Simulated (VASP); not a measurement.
A run of VASP 6.6.1 is set up as follows.

File INCAR:

```
SYSTEM = Cu
  ALGO = Normal
  EDIFF = 1E-8
  ENCUT = 600
  GGA = PE
  IBRION = 6
  ISIF = 3
  ISMEAR = -1
  LASPH = .True.
  LCHARG = .False.
  LREAL = .False.
  LWAVE = .False.
  NBANDS = 12
  NELM = 60
  NFREE = 2
  NSW = 1
  POTIM = 0.015
  PREC = Accurate
  SIGMA = 0.15
```

KPOINTS

```
k-points
0
Gamma
  20 20 20
  0 0 0
```

File POSCAR:

```
Cu
1.0
    0.0000000000      1.7558812890      1.7558812890
    1.7558812890      0.0000000000      1.7558812890
    1.7558812890      1.7558812890      0.0000000000
Cu
1
Direct
    0.0000000000      0.0000000000      0.0000000000
```

Potentials or basis: VASP PAW PBE potentials, release 64 (Cu).

Run with:

```console
$ cat potpaw_PBE.64/Cu/POTCAR > POTCAR
$ mpirun -np 1 vasp_std > vasp.out
```

Question: Estimate the elastic constants C11, C12, C44.

Answer: 254, 183, 119 GPa.

Question: What does it give for the Voigt bulk modulus?

Answer: 207 GPa.

Clamped-ion elastic tensor (GPa):
```
254 183 183   0   0   0
183 254 183   0   0   0
183 183 254   0   0   0
  0   0   0 119   0   0
  0   0   0   0 119   0
  0   0   0   0   0 119
```

Caveat: the cell is under stress, which shifts elastic constants.
